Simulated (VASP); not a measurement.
# PbS (Galena) (Fm-3m) in VASP: notebook

PbS (Galena) is run at these levels: PBE; tasks: single point.

Program: VASP 6.6.1. These are calculated values, not measurements. Logs are shortened: lines on timing, memory, paths and dates and some standing lists are left out, and cuts for length are marked.

**1. The cell of the first run**

Symmetry: Fm-3m, No. 225, cubic system. The conventional cell has a = 5.810 Å, b = 5.810 Å, c = 5.810 Å, α = 90.00°, β = 90.00°, γ = 90.00°. Pb (site symmetry m-3m) has 6 S at 2.91 Å within 3.8 Å. Within 3.8 Å of S (site symmetry m-3m) lie 6 Pb at 2.91 Å.

**2. Single point, PBE**

Contents of INCAR:

```
PREC     = Accurate       # precision mode
ENCUT    = 500            # plane-wave cutoff, eV
EDIFF    = 1E-6           # SCF threshold, eV
ISMEAR   = 1              # smearing method
SIGMA    = 0.0149         # smearing width, eV
LREAL    = F              # projectors in reciprocal space
LASPH    = T              # aspherical terms in the spheres
NELM     = 120            # most SCF steps
ALGO     = Normal         # electronic algorithm
ISIF     = 2              # what is computed and relaxed
LWAVE    = F              # write WAVECAR
LCHARG   = F              # write CHGCAR
GGA      = PE             # functional
NBANDS   = 17             # bands
GGA_COMPAT= F
```

Contents of KPOINTS:

```
Automatic mesh
0
Gamma
  6 6 6
```

Contents of POSCAR:

```
PbS
1.0
    0.0000000000      2.9052075019      2.9052075019
    2.9052075019      0.0000000000      2.9052075019
    2.9052075019      2.9052075019      0.0000000000
Pb S
1 1
Direct
    0.0000000000      0.0000000000      0.0000000000
    0.5000000000      0.5000000000      0.5000000000
```

Potentials or basis: VASP PAW PBE potentials, release 64 (Pb_d, S).

On the command line:

```
$ cat potpaw_PBE.64/Pb_d/POTCAR potpaw_PBE.64/S/POTCAR > POTCAR
$ mpirun -np 1 vasp_std > vasp.out
```

OUTCAR:

```text
PREC = Accurate
   ENCUT = 500
   EDIFF = 1E-6
   ISMEAR = 1
   LREAL = F
   LASPH = T
   NELM = 120
   ISIF = 2
   GGA = PE

 ion  position               nearest neighbor table
   1  0.000  0.000  0.000-   2 2.91   2 2.91   2 2.91   2 2.91   2 2.91   2 2.91
   2  0.500  0.500  0.500-   1 2.91   1 2.91   1 2.91   1 2.91   1 2.91   1 2.91

  LATTYP: Found a face centered cubic cell.
 ALAT       =     5.8104150038

  Lattice vectors:

 A1 = (   0.0000000000,   2.9052075019,   2.9052075019)
 A2 = (   2.9052075019,   0.0000000000,   2.9052075019)
 A3 = (   2.9052075019,   2.9052075019,   0.0000000000)

Analysis of symmetry for initial positions (statically):
=====================================================================
 Subroutine PRICEL returns:
 Original cell was already a primitive cell.

 Routine SETGRP: Setting up the symmetry group for a
 face centered cubic supercell.

 Subroutine GETGRP returns: Found 48 space group operations
 (whereof 48 operations were pure point group operations)
 out of a pool of 48 trial point group operations.

The static configuration has the point symmetry O_h .

Analysis of symmetry for dynamics (positions and initial velocities):
=====================================================================
 Subroutine PRICEL returns:
 Original cell was already a primitive cell.

 Routine SETGRP: Setting up the symmetry group for a
 face centered cubic supercell.

 Subroutine GETGRP returns: Found 48 space group operations
 (whereof 48 operations were pure point group operations)
 out of a pool of 48 trial point group operations.

The dynamic configuration has the point symmetry O_h .

 Subroutine INISYM returns: Found 48 space group operations
 (whereof 48 operations are pure point group operations),
 and found     1 'primitive' translations

----------------------------------------------------------------------------------------

                                     Primitive cell

  volume of cell :      49.0412

  direct lattice vectors                    reciprocal lattice vectors
     0.000000000  2.905207502  2.905207502    -0.172104746  0.172104746  0.172104746
     2.905207502  0.000000000  2.905207502     0.172104746 -0.172104746  0.172104746
     2.905207502  2.905207502  0.000000000     0.172104746  0.172104746 -0.172104746

  length of vectors
     4.108583851  4.108583851  4.108583851     0.298094165  0.298094165  0.298094165

  position of ions in fractional coordinates (direct lattice)
     0.000000000  0.000000000  0.000000000
     0.500000000  0.500000000  0.500000000

  ion indices of the primitive-cell ions
   primitive index   ion index
                 1           1
                 2           2

----------------------------------------------------------------------------------------

 KPOINTS: Automatic mesh

Automatic generation of k-mesh.
 Grid dimensions read from file:
 generate k-points for:    6    6    6

 Generating k-lattice:

  Cartesian coordinates                     Fractional coordinates (reciprocal lattice)
    -0.028684124  0.028684124  0.028684124     0.166666667  0.000000000  0.000000000
     0.028684124 -0.028684124  0.028684124     0.000000000  0.166666667  0.000000000
     0.028684124  0.028684124 -0.028684124     0.000000000  0.000000000  0.166666667

  Length of vectors
     0.049682361  0.049682361  0.049682361

  Shift w.r.t. Gamma in fractional coordinates (k-lattice)
     0.000000000  0.000000000  0.000000000

 Subroutine IBZKPT returns following result:
 ===========================================

 Found     16 irreducible k-points:

 Following reciprocal coordinates:
            Coordinates               Weight
  0.000000  0.000000  0.000000      1.000000
  0.166667  0.000000  0.000000      8.000000
  0.333333  0.000000  0.000000      8.000000
  0.500000  0.000000  0.000000      4.000000
  0.166667  0.166667  0.000000      6.000000
  0.333333  0.166667  0.000000     24.000000
[... 8 lines left out ...]
 -0.333333  0.333333  0.166667     24.000000
 -0.333333  0.500000  0.166667     12.000000
   k-points           NKPTS =     16   k-points in BZ     NKDIM =     16   number of bands    NBANDS=     17
   number of dos      NEDOS =    301   number of ions     NIONS =      2
   total plane-waves  NPLWV =  27000
   dimension x,y,z NGX =    30 NGY =   30 NGZ =   30
   dimension x,y,z NGXF=    60 NGYF=   60 NGZF=   60
   ions per type =               1   1
   NGX,Y,Z   is equivalent  to a cutoff of  12.14, 12.14, 12.14 a.u.
   NGXF,Y,Z  is equivalent  to a cutoff of  24.28, 24.28, 24.28 a.u.
 SYSTEM =  unknown system
   PREC   = accura    normal or accurate (medium, high low for compatibility)
   ISTART =      0    job   : 0-new  1-cont  2-samecut
   ICHARG =      2    charge: 1-file 2-atom 10-const
   ISPIN  =      1    spin polarized calculation?
   LNONCOLLINEAR =      F non collinear calculations
   LSORBIT =      F    spin-orbit coupling
   LASPH  =      T    aspherical Exc in radial PAW
   ENCUT  =  500.0 eV  36.75 Ry    6.06 a.u.   7.49  7.49  7.49*2*pi/ulx,y,z
   NELM   =    120;   NELMIN=  2; NELMDL= -5     # of ELM steps
   EDIFF  = 0.1E-05   stopping-criterion for ELM
   LREAL  =      F    real-space projection
   EDIFFG = 0.1E-04   stopping-criterion for IOM
   NSW    =      0    number of steps for IOM
   IBRION =     -1    ionic relax: 0-MD 1-quasi-New 2-CG
   NFREE  =      0    steps in history (QN), initial steepest desc. (CG)
   ISIF   =      2    stress and relaxation
   ISYM   =      2    0-nonsym 1-usesym 2-fastsym
   POTIM  = 0.5000    time-step for ionic-motion
   TEBEG  =    0.0;   TEEND  =   0.0 temperature during run
   PSTRESS=    0.0 pullay stress
   NELECT =      20.0000    total number of electrons
   NUPDOWN=      -1.0000    fix difference up-down
   EMIN   =  10.00;   EMAX   =-10.00  energy-range for DOS
   EFERMI =   0.00;   METHOD = LEGACY
   ISMEAR =     1;   SIGMA  =   0.01  broadening in eV -4-tet -1-fermi 0-gaus
   EFERMI_NEDOS =   21; number of points for ismear=-14 and -15
   IALGO  =     38    algorithm
   IMIX   =      4    mixing-type and parameters
     AMIX     =   0.40;   BMIX     =  1.00
     AMIX_MAG =   1.60;   BMIX_MAG =  1.00
  volume/ion in A,a.u.               =      24.52       165.47
  Fermi-wavevector in a.u.,A,eV,Ry     =   1.214034  2.294192 20.053350  1.473880
  Thomas-Fermi vector in A             =   2.349467
   LORBIT       =      0    0 simple, 1 ext, 2 COOP (PROOUT), +10 PAW based schemes
   GGA     = PE    functional components
   LHFCALC =     F    Hartree Fock is set to
   AEXX    =    0.0000 exact exchange contribution
   IVDW    =     0    specifies the selected vdW correction
   LEPSILON=     F    determine dielectric tensor
   LRPA    =     F    only Hartree local field effects (RPA)
 non-spin polarized calculation
 Methfessel and Paxton  Order N= 1 SIGMA  =   0.01
  energy-cutoff  :      500.00
  volume of cell :       49.04
 maximum number of plane-waves:      1267
 NGX is ok and might be reduce to    30
   NGX = 15   NGY = 15   NGZ = 15

 number of electron      19.9999993 magnetization

 Free energy of the ion-electron system (eV)
  ---------------------------------------------------
  ext. energy  EPLUGINS =         0.00000000
  ---------------------------------------------------
  free energy    TOTEN  =        -8.67386948 eV

  energy without entropy =       -8.67388548  energy(sigma->0) =       -8.67387482

 E-fermi :   6.8489     XC(G=0):  -9.9781

 val. band max:        6.7463699262   @ k =   0.5000   0.0000   0.0000
 cond. band min:       6.8614363095   @ k =   0.5000   0.0000   0.0000
 fundamental gap:      0.1150663833
 Fermi energy:         6.8488922645

 k-point     1 :       0.0000    0.0000    0.0000
  band No.  band energies     occupation
      1     -10.2733      2.00000
      2     -10.2733      2.00000
      3     -10.2733      2.00000
      4     -10.2589      2.00000
      5     -10.2589      2.00000
      6      -7.5192      2.00000
[... 9 lines left out ...]
     16      13.2268      0.00000
     17      15.1246      0.00000

 k-point     2 :       0.1667    0.0000    0.0000
  band No.  band energies     occupation
      1     -10.2734      2.00000
      2     -10.2734      2.00000
      3     -10.2723      2.00000
      4     -10.2546      2.00000
      5     -10.2546      2.00000
      6      -7.2617      2.00000
[... 9 lines left out ...]
     16      13.8705      0.00000
     17      17.1585      0.00000

 k-point     3 :       0.3333    0.0000    0.0000
  band No.  band energies     occupation
      1     -10.2922      2.00000
      2     -10.2922      2.00000
      3     -10.2715      2.00000
      4     -10.2270      2.00000
      5     -10.2270      2.00000
      6      -6.5990      2.00000
[... 9 lines left out ...]
     16      15.3023      0.00000
     17      19.2543      0.00000

 k-point     4 :       0.5000    0.0000    0.0000
  band No.  band energies     occupation
      1     -10.3021      2.00000
      2     -10.3021      2.00000
      3     -10.2716      2.00000
      4     -10.2125      2.00000
      5     -10.2125      2.00000
      6      -6.1191      2.00000
[... 9 lines left out ...]
     16      16.6704      0.00000
     17      17.3419      0.00000

 k-point     5 :       0.1667    0.1667    0.0000
  band No.  band energies     occupation
      1     -10.2917      2.00000
      2     -10.2817      2.00000
      3     -10.2549      2.00000
      4     -10.2549      2.00000
      5     -10.2507      2.00000
      6      -7.1650      2.00000
[... 9 lines left out ...]
     16      15.2132      0.00000
     17      16.0806      0.00000

 k-point     6 :       0.3333    0.1667    0.0000
  band No.  band energies     occupation
      1     -10.3277      2.00000
      2     -10.2801      2.00000
      3     -10.2646      2.00000
      4     -10.2385      2.00000
      5     -10.2229      2.00000
      6      -6.6123      2.00000
[... 9 lines left out ...]
     16      16.2499      0.00000
     17      18.2740      0.00000

 k-point     7 :       0.5000    0.1667    0.0000
  band No.  band energies     occupation
      1     -10.3400      2.00000
      2     -10.2818      2.00000
      3     -10.2663      2.00000
      4     -10.2302      2.00000
      5     -10.2100      2.00000
      6      -5.9975      2.00000
[... 9 lines left out ...]
     16      16.9596      0.00000
     17      17.5381      0.00000

 k-point     8 :      -0.3333    0.1667    0.0000
  band No.  band energies     occupation
      1     -10.3195      2.00000
      2     -10.2881      2.00000
      3     -10.2618      2.00000
      4     -10.2287      2.00000
      5     -10.2263      2.00000
      6      -6.1715      2.00000
[... 9 lines left out ...]
     16      16.7464      0.00000
     17      17.9951      0.00000
[... 43 lines left out ...]
      1     -10.4287      2.00000
      2     -10.2915      2.00000
      3     -10.2427      2.00000
      4     -10.2112      2.00000
      5     -10.2029      2.00000
      6      -5.7232      2.00000
[... 9 lines left out ...]
     16      18.1793      0.00000
     17      18.5593      0.00000

 k-point    12 :      -0.3333    0.3333    0.0000
  band No.  band energies     occupation
      1     -10.3860      2.00000
      2     -10.2640      2.00000
      3     -10.2619      2.00000
      4     -10.2318      2.00000
      5     -10.2137      2.00000
      6      -5.6881      2.00000
[... 9 lines left out ...]
     16      17.0807      0.00000
     17      18.7389      0.00000

 k-point    13 :       0.5000    0.5000    0.0000
  band No.  band energies     occupation
      1     -10.4738      2.00000
      2     -10.3066      2.00000
      3     -10.2262      2.00000
      4     -10.1959      2.00000
      5     -10.1959      2.00000
      6      -5.5650      2.00000
[... 9 lines left out ...]
     16      18.8724      0.00000
     17      18.8727      0.00000

 k-point    14 :       0.5000    0.3333    0.1667
  band No.  band energies     occupation
      1     -10.3691      2.00000
      2     -10.2753      2.00000
      3     -10.2653      2.00000
      4     -10.2236      2.00000
      5     -10.2170      2.00000
      6      -6.0438      2.00000
[... 9 lines left out ...]
     16      17.3325      0.00000
     17      17.7513      0.00000

 k-point    15 :      -0.3333    0.3333    0.1667
  band No.  band energies     occupation
      1     -10.3843      2.00000
      2     -10.2716      2.00000
      3     -10.2504      2.00000
      4     -10.2461      2.00000
      5     -10.2052      2.00000
      6      -5.6874      2.00000
[... 9 lines left out ...]
     16      18.0449      0.00000
     17      18.5621      0.00000

 k-point    16 :      -0.3333    0.5000    0.1667
  band No.  band energies     occupation
      1     -10.4307      2.00000
      2     -10.2804      2.00000
      3     -10.2483      2.00000
      4     -10.2251      2.00000
      5     -10.1959      2.00000
      6      -5.5390      2.00000
[... 9 lines left out ...]
     16      18.6809      0.00000
     17      18.8571      0.00000

------------------------ aborting loop because EDIFF is reached ----------------------------------------

  FORCE on cell =-STRESS in cart. coord.  units (eV):
  Direction    XX          YY          ZZ          XY          YZ          ZX
  --------------------------------------------------------------------------------------
  -------------------------------------------------------------------------------------
  Total        1.9871527      1.9871527      1.9871527     -0.0000000      0.0000000      0.0000000
  in kB       64.9202775     64.9202775     64.9202775     -0.0000000      0.0000000      0.0000000
  external PRESSURE =      64.9202775 kB  Pullay stress =       0.0000000 kB

 VOLUME and BASIS-vectors are now :
 -----------------------------------------------------------------------------
  energy-cutoff  :      500.00
  volume of cell :       49.04
      direct lattice vectors                 reciprocal lattice vectors
     0.000000000  2.905207502  2.905207502    -0.172104746  0.172104746  0.172104746
     2.905207502  0.000000000  2.905207502     0.172104746 -0.172104746  0.172104746
     2.905207502  2.905207502  0.000000000     0.172104746  0.172104746 -0.172104746

 POSITION                                       TOTAL-FORCE (eV/Angst)
 -----------------------------------------------------------------------------------
      0.00000      0.00000      0.00000        -0.000000     -0.000000      0.000000
      2.90521      2.90521      2.90521         0.000000      0.000000      0.000000
 -----------------------------------------------------------------------------------
    total drift:                               -0.000000      0.000000      0.000000

  FREE ENERGIE OF THE ION-ELECTRON SYSTEM (eV)
  ---------------------------------------------------
  free  energy   TOTEN  =        -8.6738694826 eV

  energy  without entropy=       -8.6738854805  energy(sigma->0) =       -8.67387482
```

Wall time 13 s (1 thread of Intel Xeon Platinum 8259CL at 2.50GHz (Skylake/Cascade Lake), shared host); peak memory 0.17 GiB.

Results:

* Free energy: -8.6739 eV
* Pressure: 6.5 GPa
* Band gap on the k mesh: 0.12 eV, direct

Caveat: spin-orbit coupling is left out, which moves the levels of the heavy elements. A k mesh can miss the band edges.

**3. Single point, PBE**

This run uses another cell than the first one, of 25.04 Å³/atom, 1.021 times its volume.

Contents of INCAR:

```
ALGO = Normal ; EDIFF = 1E-6
ENCUT = 500 ; GGA = PE
GGA_COMPAT = False ; ISIF = 2
ISMEAR = 1 ; LASPH = True
LCHARG = False ; LREAL = False
LWAVE = False ; NBANDS = 17
NELM = 120 ; PREC = Accurate
SIGMA = 0.02
```

Contents of KPOINTS:

```
k-points
0
Gamma
  6 6 6
```

Contents of POSCAR:

```
PbS
1.0
    0.0000000000      2.9256673838      2.9256673838
    2.9256673838      0.0000000000      2.9256673838
    2.9256673838      2.9256673838      0.0000000000
Pb S
1 1
Direct
    0.0000000000      0.0000000000      0.0000000000
    0.5000000000      0.5000000000      0.5000000000
```

Potentials or basis: VASP PAW PBE potentials, release 64 (Pb_d, S).

On the command line:

```
$ cat potpaw_PBE.64/Pb_d/POTCAR potpaw_PBE.64/S/POTCAR > POTCAR
$ mpirun -np 1 vasp_std > vasp.out
```

It took 14 s on 1 thread of Intel Xeon Platinum 8259CL at 2.50GHz (Skylake/Cascade Lake), shared host; peak memory 0.17 GiB.

The run converged. Its results:

```yaml
Free_energy: -8.7114 eV
Pressure: 4.9 GPa
Band_gap_on_the_k_mesh: 0.21 eV, direct
```

Levels at points of the mesh, in eV from the valence-band top:
```csv
k point,band 7,band 8,band 9,band 10,band 11,band 12,band 13,band 14
"(0.00, 0.00, 0.00)",-6.01,-2.44,-2.44,-2.44,5.29,5.29,5.29,6.57
"(0.50, 0.00, 0.00)",-9.15,-2.01,-2.01,0.00,0.21,1.82,1.82,8.66
"(0.50, 0.50, 0.00)",-7.32,-5.61,-3.77,-3.77,3.63,5.66,5.79,5.79
```

Caveat: spin-orbit coupling is left out, which moves the levels of the heavy elements. A k mesh can miss the band edges.

**4. Single point, PBE**

This run uses another cell than the first one, of 25.56 Å³/atom, 1.043 times its volume.

Contents of INCAR:

```
SYSTEM = PbS
ALGO     = Normal         ! electronic algorithm
EDIFF    = 1E-6           ! SCF threshold, eV
ENCUT    = 500            ! plane-wave cutoff, eV
GGA      = PE             ! functional
GGA_COMPAT= .False.      
ISIF     = 2              ! what is computed and relaxed
ISMEAR   = 1              ! smearing method
LASPH    = .True.         ! aspherical terms in the spheres
LCHARG   = .True.         ! write CHGCAR
LELF     = .True.         ! ELF
LREAL    = .False.        ! projectors in reciprocal space
LVHAR    = .True.       
LWAVE    = .False.        ! write WAVECAR
NBANDS   = 17             ! bands
NELM     = 120            ! most SCF steps
PREC     = Accurate       ! precision mode
SIGMA    = 0.02           ! smearing width, eV
```

Contents of KPOINTS:

```
k-points
0
Gamma
  6 6 6
  0 0 0
```

Contents of POSCAR:

```
PbS
1.0
    0.0000000000      2.9458450378      2.9458450378
    2.9458450378      0.0000000000      2.9458450378
    2.9458450378      2.9458450378      0.0000000000
Pb S
1 1
Direct
    0.0000000000      0.0000000000      0.0000000000
    0.5000000000      0.5000000000      0.5000000000
```

On the command line:

```
$ cat potpaw_PBE.64/Pb_d/POTCAR potpaw_PBE.64/S/POTCAR > POTCAR
$ mpirun -np 1 vasp_std > vasp.out
```

Run time: 13 s. Hardware: 1 thread of Intel Xeon Platinum 8259CL at 2.50GHz (Skylake/Cascade Lake), shared host; peak memory 0.17 GiB.

Results (log left out):

* Free energy: -8.7389 eV
* Pressure: 3.4 GPa
* Band gap on the k mesh: 0.29 eV, direct

Levels at points of the mesh, in eV from the valence-band top:
| k point | band 7 | band 8 | band 9 | band 10 | band 11 | band 12 | band 13 | band 14 |
| --- | --- | --- | --- | --- | --- | --- | --- | --- |
| (0.00, 0.00, 0.00) | -6.02 | -2.30 | -2.30 | -2.30 | 5.25 | 5.25 | 5.25 | 6.65 |
| (0.50, 0.00, 0.00) | -8.99 | -1.89 | -1.89 | 0.00 | 0.29 | 1.89 | 1.89 | 8.66 |
| (0.50, 0.50, 0.00) | -7.26 | -5.40 | -3.60 | -3.60 | 3.75 | 5.62 | 5.74 | 5.74 |

Caveat: spin-orbit coupling is left out, which moves the levels of the heavy elements.

**5. The runs side by side**

| cell | smearing | gap on the mesh (eV) | pressure (GPa) |
| --- | --- | --- | --- |
| a = 4.109 Å, angles 60.0°, 2 atoms | methfessel-paxton 0.0149 eV | 0.12 | 6.5 |
| a = 4.138 Å, angles 60.0°, 2 atoms | methfessel-paxton 0.02 eV | 0.21 | 4.9 |
| a = 4.166 Å, angles 60.0°, 2 atoms | methfessel-paxton 0.02 eV | 0.29 | 3.4 |

Alike in all rows: task single point; level PBE; potentials or basis VASP PAW PBE potentials, release 64 (Pb_d, S); no spin polarisation; k mesh 6 × 6 × 6; cutoff (eV) 500.

Caveats: spin-orbit coupling is left out, which moves the levels of the heavy elements.

Absolute energies hang on the potentials; compare differences alone.
